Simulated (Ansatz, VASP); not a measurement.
## Two plane-wave programs on Si16As

```
Si As
1.0
     0.00000    5.43000    5.43000
     5.43000    0.00000    5.43000
     5.43000    5.43000    0.00000
Si As
16 1
Direct
  0.00412 0.98860 0.00364
  0.12917 0.12109 0.12874
  0.99724 0.00091 0.50111
  0.12870 0.12130 0.62149
  0.00448 0.50381 0.00379
  0.12204 0.62581 0.12714
  0.00361 0.50334 0.48973
  0.12890 0.62863 0.62137
  0.50125 0.00164 0.99549
  0.62058 0.12072 0.12923
  0.50079 0.00147 0.50153
  0.62588 0.12475 0.62438
  0.48543 0.50487 0.00463
  0.62061 0.62945 0.12929
  0.50098 0.49593 0.50158
  0.62055 0.62925 0.62087
  0.87077 0.37622 0.87781
```

Alike in both runs: functional PBEsol; k mesh 2 × 2 × 2; occupations fermi-dirac, width 0.02 eV; collinear spin.

Ansatz relaxed the structure, and its values are those at the end. VASP's run is a single point on that final structure, the one shown.

```csv
,VASP,Ansatz
version,VASP 6.6.1,Ansatz 0.2.0
potentials or method,"VASP PAW PBE potentials, release 64 (Si, As), cutoff 520 eV","scalar-relativistic, plane waves, PAW"
valence electrons in the cell,69,79
```

```csv
,VASP,Ansatz,Ansatz less VASP
rms of the force components (eV/Å),0.023,0.020,-0.0036
net moment per atom (μB),0.00,0.00,0.000
```

VASP's potentials were made for PBE, not for PBEsol, and Ansatz warns of the same on its side. The functional is the same, so the differences come from potentials, cutoffs and numerics. VASP's potentials hold 69 valence electrons a cell and Ansatz's 79, so a difference there can come from the potentials and not from the codes. Ansatz's warnings: filled band counts differ across k points, seeded moment not kept.

The k mesh is coarse, so the values compare programs but aren't converged.
